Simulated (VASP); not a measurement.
Here is a VASP 6.6.1 calculation.

File POSCAR:

```
ZnCu2
1.0
    2.5838256049      0.0000000000      0.0000000000
   -1.2919128025      2.2376586128      0.0000000000
    0.0000000000      0.0000000000      6.2933738000
Zn Cu
1 2
Direct
    0.0000000000      0.0000000000      0.0000000000
    0.3333333333      0.6666666667      0.6621414900
    0.6666666667      0.3333333333      0.3378585100
```

Contents of INCAR.step1:

```
PREC = Accurate ; ENCUT = 520
ISMEAR = 0 ; SIGMA = 0.1
LREAL = False ; LASPH = True
NELM = 100 ; NBANDS = 24
GGA = PE ; ALGO = Normal
EDIFF = 1E-4 ; LWAVE = True
LCHARG = False
```

File INCAR.step2:

```
PREC = Accurate ; ENCUT = 520
EDIFF = 1E-6 ; ISMEAR = 0
SIGMA = 0.1 ; LREAL = False
LASPH = True ; NELM = 100
ALGO = Normal ; ISIF = 2
LWAVE = False ; LCHARG = False
METAGGA = R2SCAN ; LMIXTAU = True
NBANDS = 24 ; ISTART = 1
```

Contents of KPOINTS:

```
Automatic mesh
0
Gamma
  3 3 1
```

Potentials or basis: VASP PAW PBE potentials, release 64 (Zn, Cu).

The run is started by

```console
$ cat potpaw_PBE.64/Zn/POTCAR potpaw_PBE.64/Cu/POTCAR > POTCAR
$ cp INCAR.step1 INCAR
$ mpirun -np 1 vasp_std > vasp.out
$ cp INCAR.step2 INCAR
$ mpirun -np 1 vasp_std > vasp.out
```

(1) What does it give for the largest force?

(2) Predict the band gap on the k mesh.

Results:

(1) 0.115 eV/Å.

(2) zero (band 17 reaches 7.58 eV, above the bottom of band 18 at 4.09 eV).

Caveat: the k points lie up to 1.00 Å⁻¹ apart; the PAW data sets were made with another functional, which shifts forces and pressure a little.
